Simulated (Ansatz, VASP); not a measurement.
# One calculation of YTi, two programs

INCAR

```
SYSTEM = YTi
PREC     = Accurate       ! precision mode
ENCUT    = 520            ! plane-wave cutoff, eV
EDIFF    = 1E-6           ! SCF threshold, eV
ISMEAR   = -1             ! smearing method
SIGMA    = 0.05           ! smearing width, eV
LREAL    = .False.        ! projectors in reciprocal space
LASPH    = .True.         ! aspherical terms in the spheres
NELM     = 80             ! most SCF steps
ALGO     = Normal         ! electronic algorithm
ISIF     = 2              ! what is computed and relaxed
LWAVE    = .False.        ! write WAVECAR
LCHARG   = .True.         ! write CHGCAR
GGA      = PE             ! functional
LELF     = .True.         ! ELF
LVHAR    = .True.       
NBANDS   = 18             ! bands
```

KPOINTS

```
Automatic mesh
0
Gamma
  8 8 8
  0 0 0
```

File POSCAR:

```
YTi
1.0
    3.5184568509      0.0000000000      0.0000000000
    0.0000000000      3.5184568509      0.0000000000
    0.0000000000      0.0000000000      3.5184568509
Y Ti
1 1
Direct
    0.5000000000      0.5000000000      0.5000000000
    0.0000000000      0.0000000000      0.0000000000
```

Contents of input.yaml:

```yaml
crystal:
  lattice:
    - [3.5184568509, 0.0, 0.0]
    - [0.0, 3.5184568509, 0.0]
    - [0.0, 0.0, 3.5184568509]
  atoms:
    - { symbol: "Y", position: [0.5, 0.5, 0.5] }
    - { symbol: Ti, position: [0.0, 0.0, 0.0] }
kpoints:
  mp_grid: { grid: [8, 8, 8] }
scf:
  occupations: { method: fermi_dirac, width: 0.05 }
hamiltonian:
  xc: pbe
  pseudopotentials: { kind: all_electron, lapw: { basis_error: 0.0005 } }
output:
  forces: true
  stress: true
  eigenvalues: true
```

Change from the starting cell: volume scaled by 0.96.

Alike in both runs: task single point; functional PBE; k mesh 8 × 8 × 8; occupations fermi-dirac, width 0.05 eV; no spin polarisation.

|  | VASP | Ansatz |
| --- | --- | --- |
| version | VASP 6.6.1 | Ansatz 0.2.0 |
| potentials or method | VASP PAW PBE potentials, release 64 (Y_sv, Ti_sv), cutoff 520 eV | all-electron LAPW, scalar-relativistic |

Ansatz gave:

| Property | Result |
| --- | --- |
| gap on the k mesh at the Fermi level (eV) | none |
| pressure (GPa) | 6.6 |

Problem. Estimate VASP's values.

Solution. gap on the k mesh at the Fermi level (eV): none; pressure (GPa): 6.4.

A gap of «none» marks a metal or a gap that the smearing closes. Ansatz ran all-electron here, and VASP with PAW potentials.
